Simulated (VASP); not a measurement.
# BaZrO3 (Pm-3m) in VASP: further runs, part 3 of 3

VASP 6.6.1. Earlier steps stand in the parts before.

## (7) Single point, r2SCAN, non-collinear spin, zero start, spin-orbit coupling (strain -4.0%)

File POSCAR:

```
BaZrO3
1.0
    4.0371407176      0.0000000000      0.0000000000
    0.0000000000      4.0371407176      0.0000000000
    0.0000000000      0.0000000000      4.0371407176
Ba Zr O
1 1 3
Direct
    0.0000000000      0.0000000000      0.0000000000
    0.5000000000      0.5000000000      0.5000000000
    0.5000000000      0.5000000000      0.0000000000
    0.5000000000      0.0000000000      0.5000000000
    0.0000000000      0.5000000000      0.5000000000
```

File INCAR.step1:

```
  ALGO = Normal
  EDIFF = 1E-4
  ENCUT = 520
  GGA = PE
  GGA_COMPAT = F
  ISMEAR = 0
  LASPH = T
  LCHARG = F
  LMAXMIX = 4
  LREAL = F
  LSORBIT = T
  LWAVE = T
  MAGMOM = 0 0 0 0 0 0 0 0 0 0 0 0 0 0 0
  NBANDS = 55
  NELM = 150
  PREC = Accurate
  SIGMA = 0.01
```

File INCAR.step2:

```
  ALGO = Normal
  EDIFF = 1E-6
  ENCUT = 520
  GGA_COMPAT = F
  ISIF = 2
  ISMEAR = 0
  ISTART = 1
  LASPH = T
  LCHARG = F
  LMAXMIX = 4
  LMIXTAU = T
  LORBIT = 11
  LORBMOM = T
  LREAL = F
  LSORBIT = T
  LWAVE = F
  MAGMOM = 0 0 0 0 0 0 0 0 0 0 0 0 0 0 0
  METAGGA = R2SCAN
  NBANDS = 55
  NELM = 150
  PREC = Accurate
  SIGMA = 0.01
```

File KPOINTS:

```
k-points
0
Gamma
  6 6 6
```

Potentials or basis: VASP PAW PBE potentials, release 64 (Ba_sv, Zr_sv, O).

Launch:

```bash
> cat potpaw_PBE.64/Ba_sv/POTCAR potpaw_PBE.64/Zr_sv/POTCAR potpaw_PBE.64/O/POTCAR > POTCAR
> cp INCAR.step1 INCAR
> mpirun -np 1 vasp_ncl > vasp.out
> cp INCAR.step2 INCAR
> mpirun -np 1 vasp_ncl > vasp.out
```

OUTCAR:

```text
EDIFF = 1E-6
   ENCUT = 520
   ISIF = 2
   ISMEAR = 0
   ISTART = 1
   LASPH = T
   LORBIT = 11
   LREAL = F
   LSORBIT = T
   METAGGA = R2SCAN
   NELM = 150
   PREC = Accurate

 ion  position               nearest neighbor table
   1  0.000  0.000  0.000-   3 2.85   4 2.85   5 2.85   4 2.85   5 2.85   3 2.85   5 2.85   5 2.85
                             3 2.85   4 2.85   4 2.85   3 2.85   2 3.50   2 3.50   2 3.50   2 3.50
   2  0.500  0.500  0.500-   3 2.02   4 2.02   5 2.02   3 2.02   4 2.02   5 2.02   1 3.50   1 3.50
                             1 3.50   1 3.50   1 3.50   1 3.50   1 3.50   1 3.50
   3  0.500  0.500  0.000-   2 2.02   2 2.02   1 2.85   1 2.85   1 2.85   1 2.85
   4  0.500  0.000  0.500-   2 2.02   2 2.02   1 2.85   1 2.85   1 2.85   1 2.85
   5  0.000  0.500  0.500-   2 2.02   2 2.02   1 2.85   1 2.85   1 2.85   1 2.85

  LATTYP: Found a simple cubic cell.
 ALAT       =     4.0371407176

  Lattice vectors:

 A1 = (   4.0371407176,   0.0000000000,   0.0000000000)
 A2 = (   0.0000000000,   4.0371407176,   0.0000000000)
 A3 = (   0.0000000000,   0.0000000000,   4.0371407176)

Analysis of symmetry for initial positions (statically):
=====================================================================
 Subroutine PRICEL returns:
 Original cell was already a primitive cell.

 Routine SETGRP: Setting up the symmetry group for a
 simple cubic supercell.

 Subroutine GETGRP returns: Found 48 space group operations
 (whereof 48 operations were pure point group operations)
 out of a pool of 48 trial point group operations.

The static configuration has the point symmetry O_h .

Analysis of symmetry for dynamics (positions and initial velocities):
=====================================================================
 Subroutine PRICEL returns:
 Original cell was already a primitive cell.

 Routine SETGRP: Setting up the symmetry group for a
 simple cubic supercell.

 Subroutine GETGRP returns: Found 48 space group operations
 (whereof 48 operations were pure point group operations)
 out of a pool of 48 trial point group operations.

The dynamic configuration has the point symmetry O_h .

Analysis of structural, dynamic, and magnetic symmetry:
=====================================================================
 Subroutine PRICEL returns:
 Original cell was already a primitive cell.

 Routine SETGRP: Setting up the symmetry group for a
 simple cubic supercell.

 Subroutine GETGRP returns: Found 48 space group operations
 (whereof 48 operations were pure point group operations)
 out of a pool of 48 trial point group operations.

The overall configuration has the point symmetry O_h .

 Subroutine INISYM returns: Found 48 space group operations
 (whereof 48 operations are pure point group operations),
 and found     1 'primitive' translations

----------------------------------------------------------------------------------------

                                     Primitive cell

  volume of cell :      65.7994

[... 1258 lines left out ...]
  external PRESSURE =     277.7450779 kB  Pullay stress =       0.0000000 kB

 VOLUME and BASIS-vectors are now :
 -----------------------------------------------------------------------------
  energy-cutoff  :      520.00
  volume of cell :       65.80
      direct lattice vectors                 reciprocal lattice vectors
     4.037140718  0.000000000  0.000000000     0.247700061  0.000000000  0.000000000
     0.000000000  4.037140718  0.000000000     0.000000000  0.247700061  0.000000000
     0.000000000  0.000000000  4.037140718     0.000000000  0.000000000  0.247700061

 POSITION                                       TOTAL-FORCE (eV/Angst)
 -----------------------------------------------------------------------------------
      0.00000      0.00000      0.00000         0.000000      0.000000      0.000000
      2.01857      2.01857      2.01857         0.000000      0.000000      0.000000
      2.01857      2.01857      0.00000         0.000000      0.000000      0.000000
      2.01857      0.00000      2.01857         0.000000      0.000000      0.000000
      0.00000      2.01857      2.01857         0.000000      0.000000      0.000000
 -----------------------------------------------------------------------------------
    total drift:                                0.000000      0.000000      0.000000

  FREE ENERGIE OF THE ION-ELECTRON SYSTEM (eV)
  ---------------------------------------------------
  free  energy   TOTEN  =       -84.6448352376 eV

  energy  without entropy=      -84.6448352376  energy(sigma->0) =      -84.64483524

 orbital moment (x)

 # of ion     p       d       tot
 ----------------------------------------
  1         0.000  -0.000  -0.000
  2        -0.000  -0.000  -0.000
  3         0.000   0.000   0.000
  4         0.000   0.000   0.000
  5         0.000   0.000   0.000
 ----------------------------------------
            0.000  -0.000  -0.000

 orbital moment (y)

 # of ion     p       d       tot
 ----------------------------------------
  1         0.000   0.000   0.000
  2         0.000   0.000   0.000
  3         0.000   0.000   0.000
  4         0.000   0.000   0.000
  5         0.000   0.000   0.000
 ----------------------------------------
            0.000   0.000   0.000

 orbital moment (z)

 # of ion     p       d       tot
 ----------------------------------------
  1         0.000   0.000   0.000
  2         0.000   0.000   0.000
  3        -0.000   0.000  -0.000
  4         0.000   0.000   0.000
  5         0.000   0.000   0.000
 ----------------------------------------
           -0.000   0.000  -0.000

 Spin-Orbit-Coupling matrix elements

 Ion:    1  E_soc:     -0.3621325
 l=   1
     0.0000000    -0.0602082    -0.0602082
    -0.0602082     0.0000000    -0.0602082
    -0.0602082    -0.0602082     0.0000000
 l=   2
     0.0000000    -0.0000330     0.0000000    -0.0000330    -0.0001142
    -0.0000330     0.0000000    -0.0000856    -0.0000330    -0.0000285
     0.0000000    -0.0000856     0.0000000    -0.0000856     0.0000000
    -0.0000330    -0.0000330    -0.0000856     0.0000000    -0.0000285
    -0.0001142    -0.0000285     0.0000000    -0.0000285     0.0000000
 l=   3
     0.0000000     0.0000000     0.0000000     0.0000000     0.0000000     0.0000000     0.0000000
     0.0000000     0.0000000     0.0000000     0.0000000     0.0000000     0.0000000     0.0000000
     0.0000000     0.0000000     0.0000000     0.0000000     0.0000000     0.0000000     0.0000000
     0.0000000     0.0000000     0.0000000     0.0000000     0.0000000     0.0000000     0.0000000
[... 69 lines left out ...]
 l=   2
     0.0000000     0.0000000     0.0000000     0.0000000     0.0000000
     0.0000000     0.0000000     0.0000000     0.0000000     0.0000000
     0.0000000     0.0000000     0.0000000     0.0000000     0.0000000
     0.0000000     0.0000000     0.0000000     0.0000000     0.0000000
     0.0000000     0.0000000     0.0000000     0.0000000     0.0000000
 l=   3
     0.0000000     0.0000000     0.0000000     0.0000000     0.0000000     0.0000000     0.0000000
     0.0000000     0.0000000     0.0000000     0.0000000     0.0000000     0.0000000     0.0000000
     0.0000000     0.0000000     0.0000000     0.0000000     0.0000000     0.0000000     0.0000000
     0.0000000     0.0000000     0.0000000     0.0000000     0.0000000     0.0000000     0.0000000
     0.0000000     0.0000000     0.0000000     0.0000000     0.0000000     0.0000000     0.0000000
     0.0000000     0.0000000     0.0000000     0.0000000     0.0000000     0.0000000     0.0000000
     0.0000000     0.0000000     0.0000000     0.0000000     0.0000000     0.0000000     0.0000000

 total charge

# of ion       s       p       d       tot
------------------------------------------
    1        2.019   5.666   0.314   7.999
    2        2.225   6.136   1.540   9.900
    3        1.574   3.577   0.000   5.151
    4        1.574   3.577   0.000   5.151
    5        1.574   3.577   0.000   5.151
--------------------------------------------------
tot          8.965  22.532   1.853  33.350

 magnetization (x)

# of ion       s       p       d       tot
------------------------------------------
    1        0.000  -0.000  -0.000  -0.000
    2       -0.000  -0.000   0.000  -0.000
    3       -0.000  -0.000   0.000  -0.000
    4       -0.000  -0.000   0.000  -0.000
    5        0.000   0.000   0.000   0.000
--------------------------------------------------
tot         -0.000  -0.000  -0.000  -0.000

 magnetization (y)

# of ion       s       p       d       tot
------------------------------------------
    1       -0.000  -0.000  -0.000  -0.000
    2       -0.000  -0.000   0.000   0.000
    3        0.000   0.000   0.000   0.000
    4       -0.000   0.000   0.000  -0.000
    5        0.000  -0.000   0.000  -0.000
--------------------------------------------------
tot         -0.000   0.000   0.000   0.000

 magnetization (z)

# of ion       s       p       d       tot
------------------------------------------
    1       -0.000  -0.000   0.000  -0.000
    2       -0.000  -0.000  -0.000  -0.000
    3        0.000  -0.000   0.000   0.000
    4       -0.000   0.000   0.000  -0.000
    5        0.000   0.000   0.000   0.000
--------------------------------------------------
tot         -0.000   0.000  -0.000  -0.000
```

Run time: 7.4 min. Hardware: 1 thread of AMD EPYC 9R45 (Zen 5), shared host; peak memory 0.36 GiB.

What came out:

| Item | Value |
| --- | --- |
| Free energy | -84.6448 eV |
| Pressure | 27.8 GPa |
| Net moment | 0.00 μB per cell |
| Valence electrons inside the program's atomic spheres | Ba 8.00; Zr 9.90; O 5.15 |

Moments on the atoms (μB; x, y, z):
```
Ba  0.00 0.00 0.00
Zr  0.00 0.00 0.00
O   0.00 0.00 0.00
O   0.00 0.00 0.00
O   0.00 0.00 0.00
```

Caveat: the cell differs from its parent crystal (strain -4.0%); the PAW data sets were made with another functional, which shifts forces and pressure a little.

## (8) Overview

| level | spin | cell | k mesh | grid for exact exchange (PRECFOCK) | screening parameter | gap on the mesh (eV) | pressure (GPa) |
| --- | --- | --- | --- | --- | --- | --- | --- |
| HSE06 | off | a = 4.374 Å, 5 atoms | 4 × 4 × 4 | Fast | 0.2079 1/Å | 4.31 | -15.3 |
| r2SCAN | off | a = 4.247 Å, 5 atoms | 6 × 6 × 6 | - | - | 3.60 | -3.7 |
| r2SCAN | off | a = 4.289 Å, 5 atoms | 6 × 6 × 6 | - | - | 3.52 | -7.8 |
| r2SCAN | off | a = 4.332 Å, 5 atoms | 6 × 6 × 6 | - | - | 3.44 | -11.3 |
| r2SCAN | off | a = 4.374 Å, 5 atoms | 6 × 6 × 6 | - | - | 3.36 | -14.2 |
| r2SCAN | non-collinear, zero start, SOC | a = 4.037 Å, 5 atoms | 6 × 6 × 6 | - | - | - | 27.8 |

Alike in all rows: task single point; potentials or basis VASP PAW PBE potentials, release 64 (Ba_sv, Zr_sv, O); cutoff (eV) 520; smearing gaussian 0.01 eV.

Caveats: the PAW data sets were made with another functional, which shifts forces and pressure a little; spin-orbit coupling is left out, which moves the levels of the heavy elements (some runs).

Total energies depend on the potentials used, so only differences within one code and one set of settings carry meaning.
